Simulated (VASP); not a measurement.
Wanted: the native input for a VASP 6.6.1 run.

| Item | Value |
| --- | --- |
| Task | single point |
| Functional | PBEsol |
| Potentials or basis | VASP PAW PBE potentials, release 64 (Al, O) |
| Cutoff | 520 eV |
| k mesh | 6 × 6 × 6 |
| Occupations | gaussian, width 0.05 eV |
| Spin | no spin polarisation |
| Dipole correction | no |
| Further INCAR settings | ALGO = Normal; EDIFF = 1e-06; NBANDS = 35 |

The structure of Al2O3 lies in POSCAR:

```
Al2O3
1.0
    2.4295360754      1.4026933071      4.1859286888
   -2.4295360754      1.4026933071      4.1859286888
    0.0000000000     -2.8053866142      4.1859286888
Al O
4 6
Direct
    0.8520350473      0.8520350473      0.8520350473
    0.6479649527      0.6479649527      0.6479649527
    0.1479649527      0.1479649527      0.1479649527
    0.3520350473      0.3520350473      0.3520350473
    0.0558571577      0.4441428423      0.7500000000
    0.7500000000      0.0558571577      0.4441428423
    0.4441428423      0.7500000000      0.0558571577
    0.9441428423      0.5558571577      0.2500000000
    0.2500000000      0.9441428423      0.5558571577
    0.5558571577      0.2500000000      0.9441428423
```

This cell differs from its parent crystal: volume 8.559 Å^3 an atom, c/a of the conventional cell 2.5844.

The input as run:

INCAR

```
PREC = Accurate
ENCUT = 520
EDIFF = 1E-6
ISMEAR = 0
SIGMA = 0.05
LREAL = F
LASPH = T
NELM = 80
ALGO = Normal
ISIF = 2
LWAVE = F
LCHARG = T
GGA = PS
LELF = T
LVHAR = T
NBANDS = 35
```

KPOINTS

```
Automatic mesh
0
Gamma
  6 6 6
```

Potentials or basis: VASP PAW PBE potentials, release 64 (Al, O).

Command:

```console
$ cat potpaw_PBE.64/Al/POTCAR potpaw_PBE.64/O/POTCAR > POTCAR
$ mpirun -np 1 vasp_std > vasp.out
```

Results of the run:

```
Pressure               : -0.3 GPa
Largest force          : 0.448 eV/Å
Band gap on the k mesh : 5.58 eV, direct
```

Caveat: the PAW data sets were made with another functional, which shifts forces and pressure a little.

Wall time 55 s on 1 thread of Intel(R) Xeon(R) 6975P-C (Granite Rapids), with other jobs on the host, peak memory 0.25 GiB.
